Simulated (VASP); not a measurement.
# BP (F-43m) in VASP: further runs

BP is run at these levels: PBE; tasks: single point.

Everything below comes from runs of VASP 6.6.1. Logs are shortened: lines on timing, memory, paths and dates and some standing lists are left out, and cuts for length are marked.

**1. The cell of the first run**

Symmetry: F-43m, No. 216, cubic system. The conventional cell has a = 4.518 Å, b = 4.518 Å, c = 4.518 Å, α = 90.00°, β = 90.00°, γ = 90.00°. Within 2.6 Å of B (site symmetry -43m) lie 4 P at 1.96 Å. P (site symmetry -43m) has 4 B at 1.96 Å within 2.6 Å.

**2. Single point, PBE (volume scaled by 0.980)**

INCAR

```
PREC = Accurate
ENCUT = 520
EDIFF = 1E-6
ISMEAR = 0
SIGMA = 0.05
LREAL = False
LASPH = True
NELM = 80
ALGO = Normal
ISIF = 2
LWAVE = False
LCHARG = True
GGA = PE
LELF = True
LVHAR = True
NBANDS = 11
```

KPOINTS

```
regular mesh
0
Gamma
  12 12 12
```

POSCAR

```
BP
1.0
    0.0000000000      2.2589476787      2.2589476787
    2.2589476787      0.0000000000      2.2589476787
    2.2589476787      2.2589476787      0.0000000000
B P
1 1
Direct
    0.0000000000      0.0000000000      0.0000000000
    0.7500000000      0.7500000000      0.7500000000
```

Potentials or basis: VASP PAW PBE potentials, release 64 (B, P).

Launch:

```console
> cat potpaw_PBE.64/B/POTCAR potpaw_PBE.64/P/POTCAR > POTCAR
> mpirun -np 1 vasp_std > vasp.out
```

OUTCAR:

```text
PREC = Accurate
   ENCUT = 520
   EDIFF = 1E-6
   ISMEAR = 0
   LREAL = False
   LASPH = True
   NELM = 80
   ISIF = 2
   GGA = PE

 ion  position               nearest neighbor table
   1  0.000  0.000  0.000-   2 1.96   2 1.96   2 1.96   2 1.96
   2  0.750  0.750  0.750-   1 1.96   1 1.96   1 1.96   1 1.96

  LATTYP: Found a face centered cubic cell.
 ALAT       =     4.5178953574

  Lattice vectors:

 A1 = (   0.0000000000,   2.2589476787,   2.2589476787)
 A2 = (   2.2589476787,   0.0000000000,   2.2589476787)
 A3 = (   2.2589476787,   2.2589476787,   0.0000000000)

Analysis of symmetry for initial positions (statically):
=====================================================================
 Subroutine PRICEL returns:
 Original cell was already a primitive cell.

 Routine SETGRP: Setting up the symmetry group for a
 face centered cubic supercell.

 Subroutine GETGRP returns: Found 24 space group operations
 (whereof 24 operations were pure point group operations)
 out of a pool of 48 trial point group operations.

The static configuration has the point symmetry T_d .

Analysis of symmetry for dynamics (positions and initial velocities):
=====================================================================
 Subroutine PRICEL returns:
 Original cell was already a primitive cell.

 Routine SETGRP: Setting up the symmetry group for a
 face centered cubic supercell.

 Subroutine GETGRP returns: Found 24 space group operations
 (whereof 24 operations were pure point group operations)
 out of a pool of 48 trial point group operations.

The dynamic configuration has the point symmetry T_d .

 Subroutine INISYM returns: Found 24 space group operations
 (whereof 24 operations are pure point group operations),
 and found     1 'primitive' translations

----------------------------------------------------------------------------------------

                                     Primitive cell

  volume of cell :      23.0541

  direct lattice vectors                    reciprocal lattice vectors
     0.000000000  2.258947679  2.258947679    -0.221342001  0.221342001  0.221342001
     2.258947679  0.000000000  2.258947679     0.221342001 -0.221342001  0.221342001
     2.258947679  2.258947679  0.000000000     0.221342001  0.221342001 -0.221342001

  length of vectors
     3.194634444  3.194634444  3.194634444     0.383375592  0.383375592  0.383375592

  position of ions in fractional coordinates (direct lattice)
     0.000000000  0.000000000  0.000000000
     0.750000000  0.750000000  0.750000000

  ion indices of the primitive-cell ions
   primitive index   ion index
                 1           1
                 2           2

----------------------------------------------------------------------------------------

 KPOINTS: regular mesh

Automatic generation of k-mesh.
 Grid dimensions read from file:
 generate k-points for:   12   12   12

 Generating k-lattice:

  Cartesian coordinates                     Fractional coordinates (reciprocal lattice)
    -0.018445167  0.018445167  0.018445167     0.083333333  0.000000000  0.000000000
     0.018445167 -0.018445167  0.018445167     0.000000000  0.083333333  0.000000000
     0.018445167  0.018445167 -0.018445167     0.000000000  0.000000000  0.083333333

  Length of vectors
     0.031947966  0.031947966  0.031947966

  Shift w.r.t. Gamma in fractional coordinates (k-lattice)
     0.000000000  0.000000000  0.000000000

 Subroutine IBZKPT returns following result:
 ===========================================

 Found     72 irreducible k-points:

 Following reciprocal coordinates:
            Coordinates               Weight
  0.000000  0.000000  0.000000      1.000000
  0.083333  0.000000  0.000000      8.000000
  0.166667  0.000000  0.000000      8.000000
  0.250000  0.000000  0.000000      8.000000
  0.333333  0.000000  0.000000      8.000000
  0.416667  0.000000  0.000000      8.000000
[... 16 lines left out ...]
  0.500000  0.166667  0.000000     24.000000
 -0.416667  0.166667  0.000000     24.000000
 [... further k-points ...]
   k-points           NKPTS =     72   k-points in BZ     NKDIM =     72   number of bands    NBANDS=     11
   number of dos      NEDOS =    301   number of ions     NIONS =      2
   total plane-waves  NPLWV =  13824
   dimension x,y,z NGX =    24 NGY =   24 NGZ =   24
   dimension x,y,z NGXF=    48 NGYF=   48 NGZF=   48
   ions per type =               1   1
   NGX,Y,Z   is equivalent  to a cutoff of  12.49, 12.49, 12.49 a.u.
   NGXF,Y,Z  is equivalent  to a cutoff of  24.98, 24.98, 24.98 a.u.
 SYSTEM =  unknown system
   PREC   = accura    normal or accurate (medium, high low for compatibility)
   ISTART =      0    job   : 0-new  1-cont  2-samecut
   ICHARG =      2    charge: 1-file 2-atom 10-const
   ISPIN  =      1    spin polarized calculation?
   LNONCOLLINEAR =      F non collinear calculations
   LSORBIT =      F    spin-orbit coupling
   LASPH  =      T    aspherical Exc in radial PAW
   ENCUT  =  520.0 eV  38.22 Ry    6.18 a.u.   5.94  5.94  5.94*2*pi/ulx,y,z
   NELM   =     80;   NELMIN=  2; NELMDL= -5     # of ELM steps
   EDIFF  = 0.1E-05   stopping-criterion for ELM
   LREAL  =      F    real-space projection
   EDIFFG = 0.1E-04   stopping-criterion for IOM
   NSW    =      0    number of steps for IOM
   IBRION =     -1    ionic relax: 0-MD 1-quasi-New 2-CG
   NFREE  =      0    steps in history (QN), initial steepest desc. (CG)
   ISIF   =      2    stress and relaxation
   ISYM   =      2    0-nonsym 1-usesym 2-fastsym
   POTIM  = 0.5000    time-step for ionic-motion
   TEBEG  =    0.0;   TEEND  =   0.0 temperature during run
   PSTRESS=    0.0 pullay stress
   NELECT =       8.0000    total number of electrons
   NUPDOWN=      -1.0000    fix difference up-down
   EMIN   =  10.00;   EMAX   =-10.00  energy-range for DOS
   EFERMI =   0.00;   METHOD = LEGACY
   ISMEAR =     0;   SIGMA  =   0.05  broadening in eV -4-tet -1-fermi 0-gaus
   EFERMI_NEDOS =   21; number of points for ismear=-14 and -15
   IALGO  =     38    algorithm
   IMIX   =      4    mixing-type and parameters
     AMIX     =   0.40;   BMIX     =  1.00
     AMIX_MAG =   1.60;   BMIX_MAG =  1.00
  volume/ion in A,a.u.               =      11.53        77.79
  Fermi-wavevector in a.u.,A,eV,Ry     =   1.150417  2.173973 18.006759  1.323459
  Thomas-Fermi vector in A             =   2.287081
   LORBIT       =      0    0 simple, 1 ext, 2 COOP (PROOUT), +10 PAW based schemes
   GGA     = PE    functional components
   LHFCALC =     F    Hartree Fock is set to
   AEXX    =    0.0000 exact exchange contribution
   IVDW    =     0    specifies the selected vdW correction
   LEPSILON=     F    determine dielectric tensor
   LRPA    =     F    only Hartree local field effects (RPA)
 non-spin polarized calculation
 Gauss-broadening in eV      SIGMA  =   0.05
  energy-cutoff  :      520.00
  volume of cell :       23.05
 maximum number of plane-waves:       636
   NGX = 11   NGY = 11   NGZ = 11

 number of electron       8.0000001 magnetization

 Free energy of the ion-electron system (eV)
  ---------------------------------------------------
  ext. energy  EPLUGINS =         0.00000000
  ---------------------------------------------------
  free energy    TOTEN  =       -12.92672256 eV

  energy without entropy =      -12.92672256  energy(sigma->0) =      -12.92672256

 E-fermi :   7.8424     XC(G=0): -10.9648

 val. band max:        7.5910634529   @ k =   0.0000   0.0000   0.0000
 cond. band min:       8.8066834308   @ k =   0.4167   0.4167   0.0000
 fundamental gap:      1.2156199780
 Fermi energy:         7.8423779500

 k-point     1 :       0.0000    0.0000    0.0000
  band No.  band energies     occupation
      1      -7.9887      2.00000
      2       7.5911      2.00000
      3       7.5911      2.00000
      4       7.5911      2.00000
      5      11.0118      0.00000
      6      11.0118      0.00000
      7      11.0118      0.00000
      8      15.1691      0.00000
      9      19.1944      0.00000
     10      19.7580      0.00000
     11      19.7580      0.00000

 k-point     2 :       0.0833    0.0000    0.0000
  band No.  band energies     occupation
      1      -7.8621      2.00000
      2       6.6233      2.00000
      3       7.3747      2.00000
      4       7.3747      2.00000
      5      11.3112      0.00000
      6      11.3112      0.00000
      7      11.3744      0.00000
      8      15.5269      0.00000
      9      19.2260      0.00000
     10      19.2260      0.00000
     11      19.6064      0.00000

 k-point     3 :       0.1667    0.0000    0.0000
  band No.  band energies     occupation
      1      -7.4853      2.00000
      2       4.7322      2.00000
      3       6.9187      2.00000
      4       6.9187      2.00000
      5      11.6620      0.00000
      6      11.9263      0.00000
      7      11.9263      0.00000
      8      16.4176      0.00000
      9      18.5573      0.00000
     10      18.5573      0.00000
     11      20.4471      0.00000

 k-point     4 :       0.2500    0.0000    0.0000
  band No.  band energies     occupation
      1      -6.8704      2.00000
      2       2.7042      2.00000
      3       6.4626      2.00000
      4       6.4626      2.00000
      5      11.6584      0.00000
      6      12.3824      0.00000
      7      12.3824      0.00000
      8      17.3243      0.00000
      9      18.5840      0.00000
     10      18.5840      0.00000
     11      20.7446      0.00000
[... 239 lines left out ...]
 k-point    22 :       0.4167    0.1667    0.0000
  band No.  band energies     occupation
      1      -5.3184      2.00000
      2       0.5105      2.00000
      3       4.4625      2.00000
      4       4.9083      2.00000
      5      10.7481      0.00000
      6      14.1127      0.00000
      7      14.4223      0.00000
      8      14.9883      0.00000
      9      20.6353      0.00000
     10      22.3135      0.00000
     11      23.1386      0.00000

 k-point    23 :       0.5000    0.1667    0.0000
  band No.  band energies     occupation
      1      -4.4631      2.00000
      2      -0.8287      2.00000
      3       3.9768      2.00000
      4       4.9849      2.00000
      5      10.8880      0.00000
      6      14.0264      0.00000
      7      14.0777      0.00000
      8      16.6048      0.00000
      9      20.2383      0.00000
     10      22.3269      0.00000
     11      23.8528      0.00000

 k-point    24 :      -0.4167    0.1667    0.0000
  band No.  band energies     occupation
      1      -4.2833      2.00000
      2      -1.0724      2.00000
      3       3.6504      2.00000
      4       5.2508      2.00000
      5      11.1518      0.00000
      6      13.7419      0.00000
      7      13.9688      0.00000
      8      18.0874      0.00000
      9      19.6299      0.00000
     10      20.4648      0.00000
     11      23.8135      0.00000

 [... further k-points ...]
[... 5 lines left out ...]
  --------------------------------------------------------------------------------------
  -------------------------------------------------------------------------------------
  Total        0.4526858      0.4526858      0.4526858     -0.0000000     -0.0000000     -0.0000000
  in kB       31.4600134     31.4600134     31.4600134     -0.0000000     -0.0000000     -0.0000000
  external PRESSURE =      31.4600134 kB  Pullay stress =       0.0000000 kB

 VOLUME and BASIS-vectors are now :
 -----------------------------------------------------------------------------
  energy-cutoff  :      520.00
  volume of cell :       23.05
      direct lattice vectors                 reciprocal lattice vectors
     0.000000000  2.258947679  2.258947679    -0.221342001  0.221342001  0.221342001
     2.258947679  0.000000000  2.258947679     0.221342001 -0.221342001  0.221342001
     2.258947679  2.258947679  0.000000000     0.221342001  0.221342001 -0.221342001

 POSITION                                       TOTAL-FORCE (eV/Angst)
 -----------------------------------------------------------------------------------
      0.00000      0.00000      0.00000        -0.000000     -0.000000      0.000000
      3.38842      3.38842      3.38842         0.000000      0.000000     -0.000000
 -----------------------------------------------------------------------------------
    total drift:                               -0.000000     -0.000000     -0.000000

  FREE ENERGIE OF THE ION-ELECTRON SYSTEM (eV)
  ---------------------------------------------------
  free  energy   TOTEN  =       -12.9267225607 eV

  energy  without entropy=      -12.9267225607  energy(sigma->0) =      -12.92672256
```

Run time: 13 s. Hardware: 1 thread of AMD EPYC 7R43 (Zen 3), shared host; peak memory 0.11 GiB.

Results:

```
Free energy            : -12.9267 eV
Pressure               : 3.1 GPa
Band gap on the k mesh : 1.22 eV, indirect (least direct gap 3.42 eV)
```

Levels at points of the mesh, in eV from the valence-band top:
```tsv
k point	band 1	band 2	band 3	band 4	band 5	band 6	band 7	band 8
(0.00, 0.00, 0.00)	-15.58	0.00	0.00	0.00	3.42	3.42	3.42	7.58
(0.50, 0.00, 0.00)	-12.20	-9.13	-1.77	-1.77	3.86	4.72	4.72	10.17
(0.50, 0.50, 0.00)	-10.65	-8.65	-4.16	-4.16	1.31	1.65	12.25	12.25
```

 A k mesh can miss the band edges.

(Part 1 of 2 ends here.)
